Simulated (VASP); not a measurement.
# Zr (Im-3m) in VASP: further runs

Zr is run at these levels: PBEsol; tasks: single point.

Program: VASP 6.6.1. These are calculated values, not measurements. Logs are shortened: lines on timing, memory, paths and dates and some standing lists are left out, and cuts for length are marked.

### 1 The cell of the first run

It takes space group Im-3m (No. 229, cubic). Conventional cell: a = 3.337 Å, b = 3.337 Å, c = 3.337 Å, α = 90.00°, β = 90.00°, γ = 90.00°. Within 3.8 Å of Zr (site symmetry m-3m) lie 14 Zr at 2.89 to 3.34 Å.

### 2 Single point, PBEsol (volume scaled by 0.85)

The input, INCAR:

```
ALGO = Normal
EDIFF = 1E-6
ENCUT = 500
GGA = PS
GGA_COMPAT = False
ISIF = 2
ISMEAR = -1
LASPH = True
LCHARG = False
LREAL = False
LWAVE = False
NBANDS = 12
NELM = 120
PREC = Accurate
SIGMA = 0.08
```

The input, KPOINTS:

```
k-points
0
Gamma
  15 15 15
```

The input, POSCAR:

```
Zr
1.0
   -1.6684398517      1.6684398517      1.6684398517
    1.6684398517     -1.6684398517      1.6684398517
    1.6684398517      1.6684398517     -1.6684398517
Zr
1
Direct
    0.0000000000      0.0000000000      0.0000000000
```

Potentials or basis: VASP PAW PBE potentials, release 64 (Zr_sv).

Command:

```sh
> cat potpaw_PBE.64/Zr_sv/POTCAR > POTCAR
> mpirun -np 1 vasp_std > vasp.out
```

OUTCAR:

```text
EDIFF = 1E-6
   ENCUT = 500
   GGA = PS
   ISIF = 2
   ISMEAR = -1
   LASPH = True
   LREAL = False
   NELM = 120
   PREC = Accurate

 ion  position               nearest neighbor table
   1  0.000  0.000  0.000-

  LATTYP: Found a body centered cubic cell.
 ALAT       =     3.3368797034

  Lattice vectors:

 A1 = (  -1.6684398517,   1.6684398517,   1.6684398517)
 A2 = (   1.6684398517,  -1.6684398517,   1.6684398517)
 A3 = (   1.6684398517,   1.6684398517,  -1.6684398517)

Analysis of symmetry for initial positions (statically):
=====================================================================
 Subroutine PRICEL returns:
 Original cell was already a primitive cell.

 Routine SETGRP: Setting up the symmetry group for a
 body centered cubic supercell.

 Subroutine GETGRP returns: Found 48 space group operations
 (whereof 48 operations were pure point group operations)
 out of a pool of 48 trial point group operations.

The static configuration has the point symmetry O_h .

Analysis of symmetry for dynamics (positions and initial velocities):
=====================================================================
 Subroutine PRICEL returns:
 Original cell was already a primitive cell.

 Routine SETGRP: Setting up the symmetry group for a
 body centered cubic supercell.

 Subroutine GETGRP returns: Found 48 space group operations
 (whereof 48 operations were pure point group operations)
 out of a pool of 48 trial point group operations.

The dynamic configuration has the point symmetry O_h .

 Subroutine INISYM returns: Found 48 space group operations
 (whereof 48 operations are pure point group operations),
 and found     1 'primitive' translations

----------------------------------------------------------------------------------------

                                     Primitive cell

  volume of cell :      18.5777

  direct lattice vectors                    reciprocal lattice vectors
    -1.668439852  1.668439852  1.668439852     0.000000000  0.299681166  0.299681166
     1.668439852 -1.668439852  1.668439852     0.299681166  0.000000000  0.299681166
     1.668439852  1.668439852 -1.668439852     0.299681166  0.299681166  0.000000000

  length of vectors
     2.889822593  2.889822593  2.889822593     0.423813169  0.423813169  0.423813169

  position of ions in fractional coordinates (direct lattice)
     0.000000000  0.000000000  0.000000000

  ion indices of the primitive-cell ions
   primitive index   ion index
                 1           1

----------------------------------------------------------------------------------------

 KPOINTS: k-points

Automatic generation of k-mesh.
 Grid dimensions read from file:
 generate k-points for:   15   15   15

 Generating k-lattice:

  Cartesian coordinates                     Fractional coordinates (reciprocal lattice)
     0.000000000  0.019978744  0.019978744     0.066666667  0.000000000  0.000000000
     0.019978744  0.000000000  0.019978744     0.000000000  0.066666667  0.000000000
     0.019978744  0.019978744  0.000000000     0.000000000  0.000000000  0.066666667

  Length of vectors
     0.028254211  0.028254211  0.028254211

  Shift w.r.t. Gamma in fractional coordinates (k-lattice)
     0.000000000  0.000000000  0.000000000

 Subroutine IBZKPT returns following result:
 ===========================================

 Found    120 irreducible k-points:

 Following reciprocal coordinates:
            Coordinates               Weight
  0.000000  0.000000  0.000000      1.000000
  0.066667  0.000000  0.000000     12.000000
  0.133333  0.000000  0.000000     12.000000
  0.200000  0.000000  0.000000     12.000000
  0.266667  0.000000  0.000000     12.000000
  0.333333  0.000000  0.000000     12.000000
[... 16 lines left out ...]
  0.333333  0.200000  0.000000     48.000000
  0.400000  0.200000  0.000000     24.000000
 [... further k-points ...]
   k-points           NKPTS =    120   k-points in BZ     NKDIM =    120   number of bands    NBANDS=     12
   number of dos      NEDOS =    301   number of ions     NIONS =      1
   total plane-waves  NPLWV =  13824
   dimension x,y,z NGX =    24 NGY =   24 NGZ =   24
   dimension x,y,z NGXF=    48 NGYF=   48 NGZF=   48
   ions per type =               1
   NGX,Y,Z   is equivalent  to a cutoff of  13.81, 13.81, 13.81 a.u.
   NGXF,Y,Z  is equivalent  to a cutoff of  27.61, 27.61, 27.61 a.u.
 SYSTEM =  unknown system
   PREC   = accura    normal or accurate (medium, high low for compatibility)
   ISTART =      0    job   : 0-new  1-cont  2-samecut
   ICHARG =      2    charge: 1-file 2-atom 10-const
   ISPIN  =      1    spin polarized calculation?
   LNONCOLLINEAR =      F non collinear calculations
   LSORBIT =      F    spin-orbit coupling
   LASPH  =      T    aspherical Exc in radial PAW
   ENCUT  =  500.0 eV  36.75 Ry    6.06 a.u.   5.27  5.27  5.27*2*pi/ulx,y,z
   NELM   =    120;   NELMIN=  2; NELMDL= -5     # of ELM steps
   EDIFF  = 0.1E-05   stopping-criterion for ELM
   LREAL  =      F    real-space projection
   EDIFFG = 0.1E-04   stopping-criterion for IOM
   NSW    =      0    number of steps for IOM
   IBRION =     -1    ionic relax: 0-MD 1-quasi-New 2-CG
   NFREE  =      0    steps in history (QN), initial steepest desc. (CG)
   ISIF   =      2    stress and relaxation
   ISYM   =      2    0-nonsym 1-usesym 2-fastsym
   POTIM  = 0.5000    time-step for ionic-motion
   TEBEG  =    0.0;   TEEND  =   0.0 temperature during run
   PSTRESS=    0.0 pullay stress
   NELECT =      12.0000    total number of electrons
   NUPDOWN=      -1.0000    fix difference up-down
   EMIN   =  10.00;   EMAX   =-10.00  energy-range for DOS
   EFERMI =   0.00;   METHOD = LEGACY
   ISMEAR =    -1;   SIGMA  =   0.08  broadening in eV -4-tet -1-fermi 0-gaus
   EFERMI_NEDOS =   21; number of points for ismear=-14 and -15
   IALGO  =     38    algorithm
   IMIX   =      4    mixing-type and parameters
     AMIX     =   0.40;   BMIX     =  1.00
     AMIX_MAG =   1.60;   BMIX_MAG =  1.00
  volume/ion in A,a.u.               =      18.58       125.37
  Fermi-wavevector in a.u.,A,eV,Ry     =   1.415157  2.674259 27.247979  2.002670
  Thomas-Fermi vector in A             =   2.536625
   LORBIT       =      0    0 simple, 1 ext, 2 COOP (PROOUT), +10 PAW based schemes
   GGA     = PS    functional components
   LHFCALC =     F    Hartree Fock is set to
   AEXX    =    0.0000 exact exchange contribution
   IVDW    =     0    specifies the selected vdW correction
   LEPSILON=     F    determine dielectric tensor
   LRPA    =     F    only Hartree local field effects (RPA)
 non-spin polarized calculation
  energy-cutoff  :      500.00
  volume of cell :       18.58
 maximum number of plane-waves:       482
 NGX is ok and might be reduce to    24
   NGX = 11   NGY = 11   NGZ = 11

 number of electron      12.0000000 magnetization

 Free energy of the ion-electron system (eV)
  ---------------------------------------------------
  ext. energy  EPLUGINS =         0.00000000
  ---------------------------------------------------
  free energy    TOTEN  =        -8.85404538 eV

  energy without entropy =       -8.83021515  energy(sigma->0) =       -8.84213027

 E-fermi :  11.2849     XC(G=0): -12.2726

 val. band max:       11.2829399369   @ k =   0.2000   0.2000   0.0000
 cond. band min:      11.3020030902   @ k =  -0.2000   0.2667   0.1333
 fundamental gap:      0.0190631532
 Fermi energy:        11.2848678561

 k-point     1 :       0.0000    0.0000    0.0000
  band No.  band energies     occupation
      1     -36.7762      2.00000
      2     -13.8262      2.00000
      3     -13.8262      2.00000
      4     -13.8262      2.00000
      5       5.6872      2.00000
      6      12.4792      0.00000
      7      12.4792      0.00000
      8      12.4792      0.00000
      9      15.6253      0.00000
     10      15.6253      0.00000
     11      24.3970      0.00000
     12      24.3970      0.00000

 k-point     2 :       0.0667    0.0000    0.0000
  band No.  band energies     occupation
      1     -36.7606      2.00000
      2     -13.9195      2.00000
      3     -13.8531      2.00000
      4     -13.8273      2.00000
      5       5.8867      2.00000
      6      12.3387      0.00000
      7      12.4340      0.00000
      8      12.6748      0.00000
      9      15.3874      0.00000
     10      15.6167      0.00000
     11      24.5915      0.00000
     12      24.7490      0.00000

 k-point     3 :       0.1333    0.0000    0.0000
  band No.  band energies     occupation
      1     -36.7161      2.00000
      2     -14.1774      2.00000
      3     -13.9285      2.00000
      4     -13.8307      2.00000
      5       6.4381      2.00000
      6      11.9705      0.00038
      7      12.2386      0.00001
      8      13.2515      0.00000
      9      15.0030      0.00000
     10      15.6135      0.00000
     11      25.0598      0.00000
     12      25.7488      0.00000

 k-point     4 :       0.2000    0.0000    0.0000
  band No.  band energies     occupation
      1     -36.6499      2.00000
      2     -14.5428      2.00000
      3     -14.0375      2.00000
      4     -13.8358      2.00000
      5       7.1856      2.00000
      6      11.4901      0.14282
      7      11.8991      0.00092
      8      14.1793      0.00000
      9      14.9205      0.00000
     10      15.6658      0.00000
     11      25.3715      0.00000
     12      27.2730      0.00000

 k-point     5 :       0.2667    0.0000    0.0000
  band No.  band energies     occupation
      1     -36.5726      2.00000
      2     -14.9439      2.00000
      3     -14.1598      2.00000
      4     -13.8418      2.00000
      5       7.8210      2.00000
      6      11.0058      1.94071
      7      11.7822      0.00399
      8      15.1584      0.00000
      9      15.4051      0.00000
     10      15.8145      0.00000
     11      24.9093      0.00000
     12      27.5472      0.00000

 k-point     6 :       0.3333    0.0000    0.0000
  band No.  band energies     occupation
      1     -36.4975      2.00000
      2     -15.3115      2.00000
      3     -14.2741      2.00000
      4     -13.8477      2.00000
      5       8.0275      2.00000
      6      10.5928      1.99965
      7      12.2816      0.00001
      8      15.5154      0.00000
      9      16.0659      0.00000
     10      16.8374      0.00000
     11      23.8584      0.00000
     12      26.5457      0.00000

 k-point     7 :       0.4000    0.0000    0.0000
  band No.  band energies     occupation
      1     -36.4380      2.00000
      2     -15.5894      2.00000
      3     -14.3616      2.00000
      4     -13.8523      2.00000
      5       7.9249      2.00000
      6      10.2970      1.99999
      7      13.2049      0.00000
      8      15.7721      0.00000
      9      16.3693      0.00000
     10      18.2930      0.00000
     11      22.8255      0.00000
     12      25.5706      0.00000

 k-point     8 :       0.4667    0.0000    0.0000
  band No.  band energies     occupation
      1     -36.4051      2.00000
      2     -15.7383      2.00000
      3     -14.4089      2.00000
      4     -13.8549      2.00000
      5       7.8068      2.00000
      6      10.1435      2.00000
      7      13.9911      0.00000
      8      15.7956      0.00000
      9      16.5969      0.00000
     10      19.3511      0.00000
     11      22.1931      0.00000
     12      25.0312      0.00000
[... 166 lines left out ...]
 k-point    20 :       0.4000    0.1333    0.0000
  band No.  band energies     occupation
      1     -36.3897      2.00000
      2     -15.6391      2.00000
      3     -14.5329      2.00000
      4     -13.9651      2.00000
      5       8.3558      2.00000
      6      10.2798      1.99999
      7      12.9429      0.00000
      8      15.5037      0.00000
      9      16.9683      0.00000
     10      20.1371      0.00000
     11      23.2650      0.00000
     12      24.3344      0.00000

 k-point    21 :       0.2000    0.2000    0.0000
  band No.  band energies     occupation
      1     -36.4795      2.00000
      2     -15.2370      2.00000
      3     -14.3585      2.00000
      4     -13.9857      2.00000
      5       8.8657      2.00000
      6      10.5871      1.99967
      7      11.2829      1.01205
      8      14.7849      0.00000
      9      16.6007      0.00000
     10      17.6913      0.00000
     11      24.9616      0.00000
     12      26.8237      0.00000

 k-point    22 :       0.2667    0.2000   -0.0000
  band No.  band energies     occupation
      1     -36.4235      2.00000
      2     -15.4009      2.00000
      3     -14.5352      2.00000
      4     -14.0127      2.00000
      5       9.0375      2.00000
      6      10.4234      1.99996
      7      11.5994      0.03846
      8      15.1172      0.00000
      9      16.6959      0.00000
     10      19.2461      0.00000
     11      24.2443      0.00000
     12      26.1630      0.00000

 k-point    23 :       0.3333    0.2000    0.0000
  band No.  band energies     occupation
      1     -36.3851      2.00000
      2     -15.4986      2.00000
      3     -14.6707      2.00000
      4     -14.0266      2.00000
      5       8.9466      2.00000
      6      10.3906      1.99997
      7      12.0463      0.00015
      8      15.4337      0.00000
      9      16.8056      0.00000
     10      20.6238      0.00000
     11      23.4746      0.00000
     12      25.0139      0.00000

 k-point    24 :       0.4000    0.2000    0.0000
  band No.  band energies     occupation
      1     -36.3714      2.00000
      2     -15.5305      2.00000
      3     -14.7215      2.00000
      4     -14.0309      2.00000
      5       8.8879      2.00000
      6      10.3847      1.99997
      7      12.2499      0.00001
      8      15.5159      0.00000
      9      16.9399      0.00000
     10      21.2759      0.00000
     11      23.0110      0.00000
     12      24.5160      0.00000

 [... further k-points ...]
[... 5 lines left out ...]
  --------------------------------------------------------------------------------------
  -------------------------------------------------------------------------------------
  Total        2.2429604      2.2429604      2.2429604      0.0000000     -0.0000000      0.0000000
  in kB      193.4374396    193.4374396    193.4374396      0.0000000     -0.0000000      0.0000000
  external PRESSURE =     193.4374396 kB  Pullay stress =       0.0000000 kB

 VOLUME and BASIS-vectors are now :
 -----------------------------------------------------------------------------
  energy-cutoff  :      500.00
  volume of cell :       18.58
      direct lattice vectors                 reciprocal lattice vectors
    -1.668439852  1.668439852  1.668439852     0.000000000  0.299681166  0.299681166
     1.668439852 -1.668439852  1.668439852     0.299681166  0.000000000  0.299681166
     1.668439852  1.668439852 -1.668439852     0.299681166  0.299681166  0.000000000

 POSITION                                       TOTAL-FORCE (eV/Angst)
 -----------------------------------------------------------------------------------
      0.00000      0.00000      0.00000         0.000000     -0.000000      0.000000
 -----------------------------------------------------------------------------------
    total drift:                                0.000000      0.000000      0.000000

  FREE ENERGIE OF THE ION-ELECTRON SYSTEM (eV)
  ---------------------------------------------------
  free  energy   TOTEN  =        -8.8540453794 eV

  energy  without entropy=       -8.8302151519  energy(sigma->0) =       -8.84213027
```

It took 12 s on 1 thread of Intel Xeon 6975P-C, shared host; peak memory 0.15 GiB.

Results:

| Quantity | Value |
| --- | --- |
| Free energy | -8.8540 eV |
| Pressure | 19.3 GPa |
| Band gap on the k mesh | zero (band 6 reaches 12.48 eV, above the bottom of band 7 at 10.59 eV) |

Levels at points of the mesh, in eV from the Fermi level:
```
           k point  band 2  band 3  band 4  band 5  band 6  band 7  band 8  band 9  band 10  band 11
(0.00, 0.00, 0.00)  -25.11  -25.11  -25.11   -5.60    1.19    1.19    1.19    4.34     4.34    13.11
```

Caveat: the PAW data sets were made with another functional, which shifts forces and pressure a little.

(Part 1 of 2 ends here.)
